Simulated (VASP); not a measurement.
# TaN (P6_3/mmc) in VASP: a series of runs

TaN is run at these levels: PBEsol; tasks: relaxation of cell and atoms.

Program: VASP 6.6.1. These are calculated values, not measurements. Logs are shortened: lines on timing, memory, paths and dates and some standing lists are left out, and cuts for length are marked.

## Step 1: The cell of the first run

The structure is hexagonal, space group P6_3/mmc (No. 194). The conventional cell has a = 2.816 Å, b = 2.816 Å, c = 5.730 Å, α = 90.00°, β = 90.00°, γ = 120.00°. Within 2.9 Å of Ta (site symmetry -3m) lie 6 N at 2.17 Å and 8 Ta at 2.82 to 2.87 Å. N (site symmetry -6m2) has 6 Ta at 2.17 Å and 6 N at 2.82 Å within 2.9 Å.

## Step 2: Relaxation of cell and atoms, PBEsol, target pressure 30 GPa, at which the enthalpy is minimised

Contents of INCAR:

```
  PREC = Accurate
  ENCUT = 600
  EDIFF = 1E-6
  ISMEAR = 0
  SIGMA = 0.1
  LREAL = False
  LASPH = True
  NELM = 100
  ALGO = Normal
  ISIF = 3
  LWAVE = False
  LCHARG = False
  GGA = PS
  IBRION = 2
  NSW = 70
  EDIFFG = -0.008
  PSTRESS = 300.0
```

Contents of KPOINTS:

```
regular mesh
0
Gamma
  18 18 8
```

Contents of POSCAR:

```
TaN
1.0
    2.8160255880      0.0000000000      0.0000000000
   -1.4080127940      2.4387496969      0.0000000000
    0.0000000000      0.0000000000      5.7304454038
Ta N
2 2
Direct
    0.0000000000      0.0000000000      0.0000000000
    0.0000000000      0.0000000000      0.5000000000
    0.3333333333      0.6666666667      0.2500000000
    0.6666666667      0.3333333333      0.7500000000
```

Potentials or basis: VASP PAW PBE potentials, release 64 (Ta_pv, N).

Launch:

```bash
$ cat potpaw_PBE.64/Ta_pv/POTCAR potpaw_PBE.64/N/POTCAR > POTCAR
$ mpirun -np 1 vasp_std > vasp.out
```

OUTCAR:

```text
PREC = Accurate
   ENCUT = 600
   EDIFF = 1E-6
   ISMEAR = 0
   LREAL = False
   LASPH = True
   NELM = 100
   ISIF = 3
   GGA = PS
   IBRION = 2
   NSW = 70
   EDIFFG = -0.008
   PSTRESS = 300.0

 ion  position               nearest neighbor table
   1  0.000  0.000  0.000-   3 2.17   4 2.17   3 2.17   4 2.17   4 2.17   3 2.17   2 2.87   2 2.87

   2  0.000  0.000  0.500-   3 2.17   4 2.17   3 2.17   4 2.17   4 2.17   3 2.17   1 2.87   1 2.87

   3  0.333  0.667  0.250-   1 2.17   2 2.17   1 2.17   2 2.17   1 2.17   2 2.17
   4  0.667  0.333  0.750-   1 2.17   2 2.17   1 2.17   2 2.17   1 2.17   2 2.17

  LATTYP: Found a hexagonal cell.
 ALAT       =     2.8160255880
 C/A-ratio  =     2.0349408145

  Lattice vectors:

 A1 = (   2.8160255880,   0.0000000000,   0.0000000000)
 A2 = (  -1.4080127940,   2.4387496969,   0.0000000000)
 A3 = (   0.0000000000,   0.0000000000,   5.7304454038)

Analysis of symmetry for initial positions (statically):
=====================================================================
 Subroutine PRICEL returns:
 Original cell was already a primitive cell.

 Routine SETGRP: Setting up the symmetry group for a
 hexagonal supercell.

 Subroutine GETGRP returns: Found 24 space group operations
 (whereof 12 operations were pure point group operations)
 out of a pool of 24 trial point group operations.

The static configuration has the point symmetry D_3d.
 The point group associated with its full space group is D_6h.

Analysis of symmetry for dynamics (positions and initial velocities):
=====================================================================
 Subroutine PRICEL returns:
 Original cell was already a primitive cell.

 Routine SETGRP: Setting up the symmetry group for a
 hexagonal supercell.

 Subroutine GETGRP returns: Found 24 space group operations
 (whereof 12 operations were pure point group operations)
 out of a pool of 24 trial point group operations.

The dynamic configuration has the point symmetry D_3d.
 The point group associated with its full space group is D_6h.

 Subroutine INISYM returns: Found 24 space group operations
 (whereof 12 operations are pure point group operations),
 and found     1 'primitive' translations

----------------------------------------------------------------------------------------

                                     Primitive cell

  volume of cell :      39.3543

  direct lattice vectors                    reciprocal lattice vectors
     2.816025588  0.000000000  0.000000000     0.355110410  0.205023091  0.000000000
    -1.408012794  2.438749697  0.000000000     0.000000000  0.410046181  0.000000000
     0.000000000  0.000000000  5.730445404     0.000000000  0.000000000  0.174506505

  length of vectors
     2.816025588  2.816025588  5.730445404     0.410046181  0.410046181  0.174506505

  position of ions in fractional coordinates (direct lattice)
     0.000000000  0.000000000  0.000000000
     0.000000000  0.000000000  0.500000000
     0.333333333  0.666666667  0.250000000
     0.666666667  0.333333333  0.750000000

  ion indices of the primitive-cell ions
   primitive index   ion index
                 1           1
                 2           2
                 3           3
                 4           4

----------------------------------------------------------------------------------------

 KPOINTS: regular mesh

Automatic generation of k-mesh.
 Grid dimensions read from file:
 generate k-points for:   18   18    8

 Generating k-lattice:

  Cartesian coordinates                     Fractional coordinates (reciprocal lattice)
     0.019728356  0.011390172  0.000000000     0.055555556 -0.000000000  0.000000000
     0.000000000  0.022780343  0.000000000     0.000000000  0.055555556  0.000000000
     0.000000000  0.000000000  0.021813313     0.000000000  0.000000000  0.125000000

  Length of vectors
     0.022780343  0.022780343  0.021813313

  Shift w.r.t. Gamma in fractional coordinates (k-lattice)
     0.000000000  0.000000000  0.000000000

 Subroutine IBZKPT returns following result:
 ===========================================

 Found    185 irreducible k-points:

 Following reciprocal coordinates:
            Coordinates               Weight
  0.000000  0.000000  0.000000      1.000000
  0.055556 -0.000000  0.000000      6.000000
  0.111111 -0.000000  0.000000      6.000000
  0.166667 -0.000000  0.000000      6.000000
  0.222222 -0.000000  0.000000      6.000000
  0.277778 -0.000000  0.000000      6.000000
[... 16 lines left out ...]
  0.333333  0.111111  0.000000     12.000000
  0.388889  0.111111  0.000000     12.000000
 [... further k-points ...]
   k-points           NKPTS =    185   k-points in BZ     NKDIM =    185   number of bands    NBANDS=     20
   number of dos      NEDOS =    301   number of ions     NIONS =      4
   total plane-waves  NPLWV =  27648
   dimension x,y,z NGX =    24 NGY =   24 NGZ =   48
   dimension x,y,z NGXF=    48 NGYF=   48 NGZF=   96
   ions per type =               2   2
   NGX,Y,Z   is equivalent  to a cutoff of  14.17, 14.17, 13.93 a.u.
   NGXF,Y,Z  is equivalent  to a cutoff of  28.34, 28.34, 27.85 a.u.
 SYSTEM =  unknown system
   PREC   = accura    normal or accurate (medium, high low for compatibility)
   ISTART =      0    job   : 0-new  1-cont  2-samecut
   ICHARG =      2    charge: 1-file 2-atom 10-const
   ISPIN  =      1    spin polarized calculation?
   LNONCOLLINEAR =      F non collinear calculations
   LSORBIT =      F    spin-orbit coupling
   LASPH  =      T    aspherical Exc in radial PAW
   ENCUT  =  600.0 eV  44.10 Ry    6.64 a.u.   5.62  5.62 11.45*2*pi/ulx,y,z
   NELM   =    100;   NELMIN=  2; NELMDL= -5     # of ELM steps
   EDIFF  = 0.1E-05   stopping-criterion for ELM
   LREAL  =      F    real-space projection
   EDIFFG = -.8E-02   stopping-criterion for IOM
   NSW    =     70    number of steps for IOM
   IBRION =      2    ionic relax: 0-MD 1-quasi-New 2-CG
   NFREE  =      1    steps in history (QN), initial steepest desc. (CG)
   ISIF   =      3    stress and relaxation
   ISYM   =      2    0-nonsym 1-usesym 2-fastsym
   POTIM  = 0.5000    time-step for ionic-motion
   TEBEG  =    0.0;   TEEND  =   0.0 temperature during run
   PSTRESS=  300.0 pullay stress
   NELECT =      32.0000    total number of electrons
   NUPDOWN=      -1.0000    fix difference up-down
   EMIN   =  10.00;   EMAX   =-10.00  energy-range for DOS
   EFERMI =   0.00;   METHOD = LEGACY
   ISMEAR =     0;   SIGMA  =   0.10  broadening in eV -4-tet -1-fermi 0-gaus
   EFERMI_NEDOS =   21; number of points for ismear=-14 and -15
   IALGO  =     38    algorithm
   IMIX   =      4    mixing-type and parameters
     AMIX     =   0.40;   BMIX     =  1.00
     AMIX_MAG =   1.60;   BMIX_MAG =  1.00
  volume/ion in A,a.u.               =       9.84        66.39
  Fermi-wavevector in a.u.,A,eV,Ry     =   1.528014  2.887528 31.767260  2.334828
  Thomas-Fermi vector in A             =   2.635831
   LORBIT       =      0    0 simple, 1 ext, 2 COOP (PROOUT), +10 PAW based schemes
   GGA     = PS    functional components
   LHFCALC =     F    Hartree Fock is set to
   AEXX    =    0.0000 exact exchange contribution
   IVDW    =     0    specifies the selected vdW correction
   LEPSILON=     F    determine dielectric tensor
   LRPA    =     F    only Hartree local field effects (RPA)
 conjugate gradient relaxation of ions
 non-spin polarized calculation
 Gauss-broadening in eV      SIGMA  =   0.10
  energy-cutoff  :      600.00
  volume of cell :       39.35
 maximum number of plane-waves:      1342
 NGX is ok and might be reduce to    24
   NGX = 11   NGY = 11   NGZ = 23

--------------------------------------- Ionic step        1  -------------------------------------------

 number of electron      32.0000001 magnetization

 Free energy of the ion-electron system (eV)
  ---------------------------------------------------
  ext. energy  EPLUGINS =         0.00000000
  ---------------------------------------------------
  free energy    TOTEN  =       -46.48447417 eV

  energy without entropy =      -46.47960226  energy(sigma->0) =      -46.48203821

------------------------ aborting loop because EDIFF is reached ----------------------------------------

  FORCE on cell =-STRESS in cart. coord.  units (eV):
  Direction    XX          YY          ZZ          XY          YZ          ZX
  --------------------------------------------------------------------------------------
  -------------------------------------------------------------------------------------
  Total        7.6298181      7.6298181      8.2395983      0.0000000     -0.0000000      0.0000000
  in kB      310.6222495    310.6222495    335.4473889      0.0000000     -0.0000000      0.0000000
  external PRESSURE =      18.8972959 kB  Pullay stress =     300.0000000 kB

 VOLUME and BASIS-vectors are now :
 -----------------------------------------------------------------------------
  energy-cutoff  :      600.00
  volume of cell :       39.35
      direct lattice vectors                 reciprocal lattice vectors
     2.816025588  0.000000000  0.000000000     0.355110410  0.205023091  0.000000000
    -1.408012794  2.438749697  0.000000000     0.000000000  0.410046181  0.000000000
     0.000000000  0.000000000  5.730445404     0.000000000  0.000000000  0.174506505
[... 130 lines left out ...]
  FREE ENERGIE OF THE ION-ELECTRON SYSTEM (eV)
  ---------------------------------------------------
  free  energy   TOTEN  =       -46.5083325891 eV

  energy  without entropy=      -46.5035573443  energy(sigma->0) =      -46.50594497

  enthalpy is  TOTEN    =       -39.1169110610 eV   P V=        7.3914215281

--------------------------------------- Ionic step        5  -------------------------------------------

 number of electron      32.0000001 magnetization

 Free energy of the ion-electron system (eV)
  ---------------------------------------------------
  ext. energy  EPLUGINS =         0.00000000
  ---------------------------------------------------
  free energy    TOTEN  =       -46.51281774 eV

  energy without entropy =      -46.50801176  energy(sigma->0) =      -46.51041475

 E-fermi :   8.9999     XC(G=0): -13.9914

 val. band max:        8.9961497215   @ k =   0.2222   0.1667   0.3750
 cond. band min:       9.0138760528   @ k =   0.1111  -0.0000   0.2500
 fundamental gap:      0.0177263313
 Fermi energy:         8.9999471522

 k-point     1 :       0.0000    0.0000    0.0000
  band No.  band energies     occupation
      1     -26.5848      2.00000
      2     -25.5360      2.00000
      3     -25.1668      2.00000
      4     -25.1668      2.00000
      5     -25.0817      2.00000
      6     -25.0817      2.00000
[... 12 lines left out ...]
     19       9.6538      0.00000
     20      11.5824      0.00000
[... 507 lines left out ...]
 k-point    24 :       0.3889    0.1111    0.0000
  band No.  band energies     occupation
      1     -26.6217      2.00000
      2     -26.4253      2.00000
      3     -26.1705      2.00000
      4     -25.6258      2.00000
      5     -25.5081      2.00000
      6     -25.2993      2.00000
[... 12 lines left out ...]
     19      14.0974      0.00000
     20      14.3392      0.00000

 [... further k-points ...]
[... 5 lines left out ...]
  --------------------------------------------------------------------------------------
  -------------------------------------------------------------------------------------
  Total        7.4030710      7.4030710      7.3854371      0.0000000      0.0000000      0.0000000
  in kB      300.2943444    300.2943444    299.5790539      0.0000000      0.0000000      0.0000000
  external PRESSURE =       0.0559142 kB  Pullay stress =     300.0000000 kB

 VOLUME and BASIS-vectors are now :
 -----------------------------------------------------------------------------
  energy-cutoff  :      600.00
  volume of cell :       39.50
      direct lattice vectors                 reciprocal lattice vectors
     2.816672639  0.000000000  0.000000000     0.355028833  0.204975992  0.000000000
    -1.408336320  2.439310060  0.000000000     0.000000000  0.409951985  0.000000000
    -0.000000000 -0.000000000  5.748730667     0.000000000 -0.000000000  0.173951444

 POSITION                                       TOTAL-FORCE (eV/Angst)
 -----------------------------------------------------------------------------------
     -0.00000      0.00000      0.00000         0.000000     -0.000000      0.000000
     -1.40834      2.43931      2.87437         0.000000      0.000000      0.000000
     -0.00000      1.62621      1.43718         0.000000     -0.000000     -0.000000
      1.40834      0.81310      4.31155        -0.000000      0.000000      0.000000
 -----------------------------------------------------------------------------------
    total drift:                               -0.000000      0.000000     -0.000000

  FREE ENERGIE OF THE ION-ELECTRON SYSTEM (eV)
  ---------------------------------------------------
  free  energy   TOTEN  =       -46.5128177433 eV

  energy  without entropy=      -46.5080117599  energy(sigma->0) =      -46.51041475

  enthalpy is  TOTEN    =       -39.1170031323 eV   P V=        7.3958146109

 reached required accuracy - stopping structural energy minimisation
```

Run time: 9.6 min. Hardware: 1 thread of Intel Xeon 8259CL, shared host; peak memory 0.31 GiB.

Results:

| Quantity | Value |
| --- | --- |
| Free energy | -46.5128 eV |
| Relaxed volume | 9.87 Å³/atom |
| Relaxed cell | a = 2.817 Å, b = 2.817 Å, c = 5.749 Å, α = 90.00°, β = 90.00°, γ = 120.00° |
| Space group after relaxing (to 0.1 Å) | P6_3/mmc (No. 194) |
| Energy change on relaxing (the run minimises the enthalpy) | -7.1 meV/atom |
| Ionic steps | 5 |
| Pressure after relaxing | 30.0 GPa |
| Band gap on the k mesh | zero (bands 16 and 17 overlap by 1.15 eV) |

Step by step:
```tsv
step	energy change (eV)	largest force (eV/Å)	pressure (GPa)	volume (Å³)
1	0.0000	0.0000	31.89	39.35
2	-0.1138	0.0000	23.66	40.02
3	-0.0326	0.0000	29.77	39.52
4	-0.0239	0.0000	30.23	39.47
5	-0.0283	0.0000	30.01	39.50
```

Final structure:
```xyz
4
Lattice="2.8167 0.0000 0.0000 -1.4083 2.4393 0.0000 0.0000 0.0000 5.7487" Properties=species:S:1:pos:R:3 pbc="T T T"
Ta    0.0000    0.0000    0.0000
Ta   -1.4083    2.4393    2.8744
N     0.0000    1.6262    1.4372
N     1.4083    0.8131    4.3115
```

Caveat: the cell is relaxed towards a set pressure, so the run minimises the enthalpy, not the energy; the PAW data sets were made with another functional, which shifts forces and pressure a little; spin-orbit coupling is left out, which moves the levels of the heavy elements. Zero-point motion and thermal expansion aren't in these numbers.

## Step 3: Relaxation of cell and atoms, PBEsol, target pressure 15 GPa, at which the enthalpy is minimised

This run uses another cell than the first one, of 10.18 Å³/atom.

Contents of INCAR:

```
SYSTEM = TaN
PREC = Accurate
ENCUT = 600
EDIFF = 1E-6
ISMEAR = 0
SIGMA = 0.1
LREAL = .False.
LASPH = .True.
NELM = 100
ALGO = Normal
ISIF = 3
LWAVE = .False.
LCHARG = .False.
GGA = PS
IBRION = 2
NSW = 70
EDIFFG = -0.008
PSTRESS = 150.0
```

Contents of KPOINTS:

```
regular mesh
0
Gamma
  18 18 8
  0 0 0
```

Contents of POSCAR:

```
TaN
1.0
    2.8498712542      0.0000000000      0.0000000000
   -1.4249356271      2.4680609037      0.0000000000
    0.0000000000      0.0000000000      5.7907857868
Ta N
2 2
Direct
    0.0000000000      0.0000000000      0.0000000000
    0.0000000000      0.0000000000      0.5000000000
    0.3333333333      0.6666666667      0.2500000000
    0.6666666667      0.3333333333      0.7500000000
```

Potentials or basis: VASP PAW PBE potentials, release 64 (Ta_pv, N).

Launch:

```bash
$ cat potpaw_PBE.64/Ta_pv/POTCAR potpaw_PBE.64/N/POTCAR > POTCAR
$ mpirun -np 1 vasp_std > vasp.out
```

Wall time 9.6 min (1 thread of Intel Xeon 8259CL, shared host); peak memory 0.31 GiB.

It converged, with:

| Item | Value |
| --- | --- |
| Free energy | -46.7027 eV |
| Relaxed volume | 10.21 Å³/atom |
| Relaxed cell | a = 2.851 Å, b = 2.851 Å, c = 5.802 Å, α = 90.00°, β = 90.00°, γ = 120.00° |
| Space group after relaxing (to 0.1 Å) | P6_3/mmc (No. 194) |
| Energy change on relaxing (the run minimises the enthalpy) | -2.9 meV/atom |
| Ionic steps | 6 |
| Pressure after relaxing | 15.0 GPa |
| Band gap on the k mesh | zero (bands 16 and 17 overlap by 1.09 eV) |

Step by step:
```csv
step,energy change (eV),largest force (eV/Å),pressure (GPa),volume (Å³)
1,0.0000,0.0000,16.25,40.73
2,-0.0400,0.0000,11.35,41.20
3,-0.0122,0.0000,14.94,40.85
4,-0.0125,0.0000,14.92,40.86
5,-0.0109,0.0000,15.02,40.84
6,-0.0116,0.0000,14.98,40.85
```

Final structure:
```cif
data_structure
_symmetry_space_group_name_H-M 'P 1'
_symmetry_Int_Tables_number 1
_cell_length_a 2.8512
_cell_length_b 2.8512
_cell_length_c 5.8022
_cell_angle_alpha 90.000
_cell_angle_beta 90.000
_cell_angle_gamma 120.000
_cell_volume 40.85
loop_
_atom_site_label
_atom_site_type_symbol
_atom_site_fract_x
_atom_site_fract_y
_atom_site_fract_z
_atom_site_occupancy
Ta1 Ta 0.00000 0.00000 0.00000 1
Ta2 Ta 0.00000 0.00000 0.50000 1
N1 N 0.33333 0.66667 0.25000 1
N2 N 0.66667 0.33333 0.75000 1
```

Levels at points of the mesh, in eV from the Fermi level:
```csv
k point,band 14,band 15,band 16,band 17,band 18,band 19
"(0.00, 0.00, 0.00)",-2.00,-2.00,-0.26,-0.26,0.61,0.61
"(0.50, 0.00, 0.00)",-4.03,-2.83,-2.35,3.07,4.51,5.36
"(0.00, 0.00, 0.50)",-4.03,-0.73,-0.73,1.09,1.09,1.09
"(0.50, 0.00, 0.50)",-4.54,-2.36,-2.36,4.27,4.27,5.25
```

Caveat: the cell is relaxed towards a set pressure, so the run minimises the enthalpy, not the energy; the PAW data sets were made with another functional, which shifts forces and pressure a little; spin-orbit coupling is left out, which moves the levels of the heavy elements.

(Continued in part 2 of 2.)
